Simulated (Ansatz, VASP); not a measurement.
# One calculation of Co, two programs

```xyz
2
Lattice="2.4850 0.0000 0.0000 -1.2425 2.1520 0.0000 0.0000 0.0000 4.0357" Properties=species:S:1:pos:R:3 pbc="T T T"
Co    0.0000    1.4347    1.0089
Co    1.2425    0.7173    3.0268
```

Change from the starting cell: volume scaled by 0.96, crystal datasets.

Alike in both runs: task electric field gradients; functional PBE; k mesh 19 × 19 × 10; occupations fermi-dirac, width 0.05 eV; collinear spin.

|  | VASP | Ansatz |
| --- | --- | --- |
| version | VASP 6.6.1 | Ansatz 0.2.0 |
| potentials or method | VASP PAW PBE potentials, release 64 (Co), cutoff 520 eV | all-electron PAW with datasets made for the crystal, scalar-relativistic |

Ansatz gave:

```
pressure (GPa)                                                : 1.3
traceless stress, the component that is largest in VASP (GPa) : -1.05
net moment per atom (μB)                                      : 1.61
size of the moment on the site where the two differ most (μB) : 1.69
size of Vzz on the site where it differs most (V/Å²)          : 1.7
```

**Question.** What did VASP give for the same quantities?

**Answer.** Pressure (GPa): 0.7; traceless stress, the component that is largest in VASP (GPa): -1.10; net moment per atom (μB): 1.60; size of the moment on the site where the two differ most (μB): 1.62; size of Vzz on the site where it differs most (V/Å²): 2.1.

Site moments also hang on the region over which each program counts them. Ansatz ran all-electron here, and VASP with PAW potentials.
